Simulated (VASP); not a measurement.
# Zn4C3 (Pm-3m) in VASP: a series of runs, part 2 of 2

VASP 6.6.1. The steps go on from the part before.

### 3 Relaxation of cell and atoms, PBE

This run uses another cell than the first one, of 11.66 Å³/atom, 0.994 times its volume.

Input file INCAR:

```
PREC = Accurate
ENCUT = 600
EDIFF = 1E-7
ISMEAR = 0
SIGMA = 0.1
LREAL = False
LASPH = True
NELM = 100
ALGO = Normal
ISIF = 3
LWAVE = False
LCHARG = False
GGA = PE
IBRION = 2
NSW = 100
EDIFFG = -0.01
```

Input file KPOINTS:

```
regular mesh
0
Gamma
  10 10 10
```

Input file POSCAR:

```
Zn4C3
1.0
    4.3380537772      0.0000000000      0.0000000000
    0.0000000000      4.3380537772      0.0000000000
    0.0000000000      0.0000000000      4.3380537772
Zn C
4 3
Direct
    0.5000000000      0.5000000000      0.5000000000
    0.5000000000      0.0000000000      0.0000000000
    0.0000000000      0.5000000000      0.0000000000
    0.0000000000      0.0000000000      0.5000000000
    0.0000000000      0.5000000000      0.5000000000
    0.5000000000      0.0000000000      0.5000000000
    0.5000000000      0.5000000000      0.0000000000
```

Potentials or basis: VASP PAW PBE potentials, release 64 (Zn, C).

The run is started by

```bash
> cat potpaw_PBE.64/Zn/POTCAR potpaw_PBE.64/C/POTCAR > POTCAR
> mpirun -np 1 vasp_std > vasp.out
```

OUTCAR:

```text
PREC = Accurate
   ENCUT = 600
   EDIFF = 1E-7
   ISMEAR = 0
   LREAL = False
   LASPH = True
   NELM = 100
   ISIF = 3
   GGA = PE
   IBRION = 2
   NSW = 100
   EDIFFG = -0.01

 ion  position               nearest neighbor table
   1  0.500  0.500  0.500-   5 2.17   6 2.17   7 2.17   7 2.17   6 2.17   5 2.17
   2  0.500  0.000  0.000-   6 2.17   7 2.17   6 2.17   7 2.17
   3  0.000  0.500  0.000-   5 2.17   7 2.17   5 2.17   7 2.17
   4  0.000  0.000  0.500-   5 2.17   6 2.17   5 2.17   6 2.17
   5  0.000  0.500  0.500-   1 2.17   3 2.17   4 2.17   3 2.17   4 2.17   1 2.17
   6  0.500  0.000  0.500-   1 2.17   2 2.17   4 2.17   2 2.17   1 2.17   4 2.17
   7  0.500  0.500  0.000-   1 2.17   2 2.17   3 2.17   1 2.17   2 2.17   3 2.17

  LATTYP: Found a simple cubic cell.
 ALAT       =     4.3380537772

  Lattice vectors:

 A1 = (   4.3380537772,   0.0000000000,   0.0000000000)
[... 277 lines left out ...]
  free energy    TOTEN  =       -22.77272805 eV

  energy without entropy =      -22.74708627  energy(sigma->0) =      -22.75990716

 E-fermi :   3.4903     XC(G=0): -11.6727

 val. band max:        3.4832220203   @ k =   0.5000   0.2000   0.2000
 cond. band min:       3.4955802482   @ k =   0.5000   0.5000   0.2000
 fundamental gap:      0.0123582279
 Fermi energy:         3.4902863106

 k-point     1 :       0.0000    0.0000    0.0000
  band No.  band energies     occupation
      1      -9.9646      2.00000
      2      -7.2057      2.00000
      3      -7.2057      2.00000
      4      -3.9882      2.00000
      5      -3.8727      2.00000
      6      -3.8727      2.00000
[... 925 lines left out ...]
     35       8.3016      0.00000
     36       9.2962      0.00000

 [... further k-points ...]

------------------------ aborting loop because EDIFF is reached ----------------------------------------

  FORCE on cell =-STRESS in cart. coord.  units (eV):
  Direction    XX          YY          ZZ          XY          YZ          ZX
  --------------------------------------------------------------------------------------
  -------------------------------------------------------------------------------------
  Total       -0.0009389     -0.0009389     -0.0009389      0.0000000      0.0000000     -0.0000000
  in kB       -0.0182087     -0.0182087     -0.0182087      0.0000000      0.0000000     -0.0000000
  external PRESSURE =      -0.0182087 kB  Pullay stress =       0.0000000 kB
[... 22 lines left out ...]
  FREE ENERGIE OF THE ION-ELECTRON SYSTEM (eV)
  ---------------------------------------------------
  free  energy   TOTEN  =       -22.7727280484 eV

  energy  without entropy=      -22.7470862743  energy(sigma->0) =      -22.75990716

 reached required accuracy - stopping structural energy minimisation
```

OSZICAR:

```text
N       E                     dE             d eps       ncg     rms          rms(c)
DAV:   1     0.469381752849E+03    0.46938E+03   -0.32039E+04  4048   0.269E+03
DAV:   2     0.270949773926E+02   -0.44229E+03   -0.43182E+03  4032   0.514E+02
DAV:   3    -0.244541168554E+02   -0.51549E+02   -0.49850E+02  4504   0.161E+02
[... 34 lines left out ...]
DAV:   6    -0.227727287586E+02    0.13950E-05   -0.25471E-05  5524   0.113E-01    0.311E-03
DAV:   7    -0.227727288776E+02   -0.11893E-06   -0.57067E-06  4696   0.244E-02    0.260E-03
DAV:   8    -0.227727283698E+02    0.50777E-06   -0.41750E-07  3612   0.135E-02    0.752E-04
DAV:   9    -0.227727281106E+02    0.25917E-06   -0.84307E-08  2116   0.775E-03    0.368E-04
DAV:  10    -0.227727280484E+02    0.62226E-07   -0.31684E-08  2068   0.476E-03
   3 F= -.22772728E+02 E0= -.22759907E+02  d E =-.446678E-02
```

CONTCAR:

```text
Zn4C3
   1.00000000000000
     4.3553588355365411    0.0000000000000000    0.0000000000000000
     0.0000000000000000    4.3553588355365411    0.0000000000000000
    -0.0000000000000000    0.0000000000000000    4.3553588355365411
  Zn              C
     4     3
Direct
     0.5000000000000000    0.5000000000000000    0.5000000000000000
     0.5000000000000000    0.0000000000000000    0.0000000000000000
     0.0000000000000000    0.5000000000000000    0.0000000000000000
     0.0000000000000000    0.0000000000000000    0.5000000000000000
     0.0000000000000000    0.5000000000000000    0.5000000000000000
     0.5000000000000000    0.0000000000000000    0.5000000000000000
     0.5000000000000000    0.5000000000000000    0.0000000000000000

  0.00000000E+00  0.00000000E+00  0.00000000E+00
  0.00000000E+00  0.00000000E+00  0.00000000E+00
  0.00000000E+00  0.00000000E+00  0.00000000E+00
  0.00000000E+00  0.00000000E+00  0.00000000E+00
  0.00000000E+00  0.00000000E+00  0.00000000E+00
  0.00000000E+00  0.00000000E+00  0.00000000E+00
  0.00000000E+00  0.00000000E+00  0.00000000E+00
```

Run time: 5.4 min. Hardware: 1 thread of AMD EPYC 9R45 (Zen 5), shared host; peak memory 0.28 GiB.

Results:

```
Free energy                            : -22.7727 eV
Relaxed volume                         : 11.80 Å³/atom
Relaxed cell                           : a = 4.355 Å, b = 4.355 Å, c = 4.355 Å, α = 90.00°, β = 90.00°, γ = 90.00°
Space group after relaxing (to 0.05 Å) : Pm-3m (No. 221)
Energy gained by relaxing              : 0.6 meV/atom
Ionic steps                            : 3
Pressure after relaxing                : 0.0 GPa
Band gap on the k mesh                 : zero (band 30 reaches 5.52 eV, above the bottom of band 31 at 3.05 eV)
```

The path:
```tsv
step	energy change (eV)	largest force (eV/Å)	pressure (GPa)	volume (Å³)
1	0.0000	0.0000	1.47	81.64
2	-0.0041	0.0000	-0.42	82.91
3	-0.0045	0.0000	0.00	82.62
```

Final structure:
```
CELL_PARAMETERS angstrom
4.35536 0.00000 0.00000
0.00000 4.35536 0.00000
0.00000 0.00000 4.35536
ATOMIC_POSITIONS crystal
Zn 0.50000 0.50000 0.50000
Zn 0.50000 0.00000 0.00000
Zn 0.00000 0.50000 0.00000
Zn 0.00000 0.00000 0.50000
C 0.00000 0.50000 0.50000
C 0.50000 0.00000 0.50000
C 0.50000 0.50000 0.00000
```

### 4 Single point, PBE

This run uses another cell than the first one, of 11.66 Å³/atom, 0.994 times its volume.

Input file INCAR:

```
SYSTEM = Zn4C3
ALGO = Normal
EDIFF = 1E-6
ENCUT = 520
GGA = PE
ISIF = 2
ISMEAR = 0
LASPH = .True.
LCHARG = .False.
LREAL = .False.
LWAVE = .False.
NBANDS = 39
NELM = 100
PREC = Accurate
SIGMA = 0.1
```

Input file KPOINTS:

```
k-points
0
Gamma
  4 4 4
  0 0 0
```

POSCAR is that of step 3.

Potentials or basis: VASP PAW PBE potentials, release 64 (Zn, C).

The run is started by

```bash
> cat potpaw_PBE.64/Zn/POTCAR potpaw_PBE.64/C/POTCAR > POTCAR
> mpirun -np 1 vasp_std > vasp.out
```

OUTCAR:

```text
SYSTEM = Zn4C3
   EDIFF = 1E-6
   ENCUT = 520
   GGA = PE
   ISIF = 2
   ISMEAR = 0
   LASPH = .True.
   LREAL = .False.
   NELM = 100
   PREC = Accurate

 ion  position               nearest neighbor table
   1  0.500  0.500  0.500-   5 2.17   6 2.17   7 2.17   7 2.17   6 2.17   5 2.17
   2  0.500  0.000  0.000-   6 2.17   7 2.17   6 2.17   7 2.17
   3  0.000  0.500  0.000-   5 2.17   7 2.17   5 2.17   7 2.17
   4  0.000  0.000  0.500-   5 2.17   6 2.17   5 2.17   6 2.17
   5  0.000  0.500  0.500-   1 2.17   3 2.17   4 2.17   3 2.17   4 2.17   1 2.17
   6  0.500  0.000  0.500-   1 2.17   2 2.17   4 2.17   2 2.17   1 2.17   4 2.17
   7  0.500  0.500  0.000-   1 2.17   2 2.17   3 2.17   1 2.17   2 2.17   3 2.17

  LATTYP: Found a simple cubic cell.
[... 610 lines left out ...]
  Total        0.2634319      0.2634319      0.2634319      0.0000000     -0.0000000      0.0000000
  in kB        5.1700428      5.1700428      5.1700428      0.0000000     -0.0000000      0.0000000
  external PRESSURE =       5.1700428 kB  Pullay stress =       0.0000000 kB

 VOLUME and BASIS-vectors are now :
 -----------------------------------------------------------------------------
  energy-cutoff  :      520.00
  volume of cell :       81.64
      direct lattice vectors                 reciprocal lattice vectors
     4.338053777  0.000000000  0.000000000     0.230518120  0.000000000  0.000000000
     0.000000000  4.338053777  0.000000000     0.000000000  0.230518120  0.000000000
     0.000000000  0.000000000  4.338053777     0.000000000  0.000000000  0.230518120

 POSITION                                       TOTAL-FORCE (eV/Angst)
 -----------------------------------------------------------------------------------
      2.16903      2.16903      2.16903         0.000000      0.000000      0.000000
      2.16903      0.00000      0.00000         0.000000      0.000000      0.000000
      0.00000      2.16903      0.00000         0.000000      0.000000      0.000000
      0.00000      0.00000      2.16903         0.000000      0.000000      0.000000
      0.00000      2.16903      2.16903         0.000000      0.000000      0.000000
      2.16903      0.00000      2.16903         0.000000      0.000000      0.000000
      2.16903      2.16903      0.00000         0.000000      0.000000      0.000000
 -----------------------------------------------------------------------------------
    total drift:                                0.000000      0.000000      0.000000

  FREE ENERGIE OF THE ION-ELECTRON SYSTEM (eV)
  ---------------------------------------------------
  free  energy   TOTEN  =       -22.8236065104 eV

  energy  without entropy=      -22.8089006580  energy(sigma->0) =      -22.81625358
```

Run time: 21 s. Hardware: 1 thread of AMD EPYC 9R45 (Zen 5), shared host; peak memory 0.15 GiB.

Results:

| Property | Result |
| --- | --- |
| Free energy | -22.8236 eV |
| Pressure | 0.5 GPa |
| Band gap on the k mesh | zero (band 30 reaches 5.67 eV, above the bottom of band 31 at 3.10 eV) |

Caveat: the k points lie up to 0.36 Å⁻¹ apart.

### 5 Summary

| task | cell | k mesh | cutoff (eV) | gap on the mesh (eV) | pressure (GPa) |
| --- | --- | --- | --- | --- | --- |
| single point | a = 4.347 Å, 7 atoms | 10 × 10 × 10 | 520 | none | 0.8 |
| relaxation of cell and atoms | relaxed from a = 4.338 Å, 7 atoms | 10 × 10 × 10 | 600 | none | 0.0 |
| single point | a = 4.338 Å, 7 atoms | 4 × 4 × 4 | 520 | none | 0.5 |

Alike in all rows: level PBE; potentials or basis VASP PAW PBE potentials, release 64 (Zn, C); no spin polarisation; smearing gaussian 0.1 eV.

Caveats: some runs use coarse meshes.

Absolute energies hang on the potentials; compare differences alone.
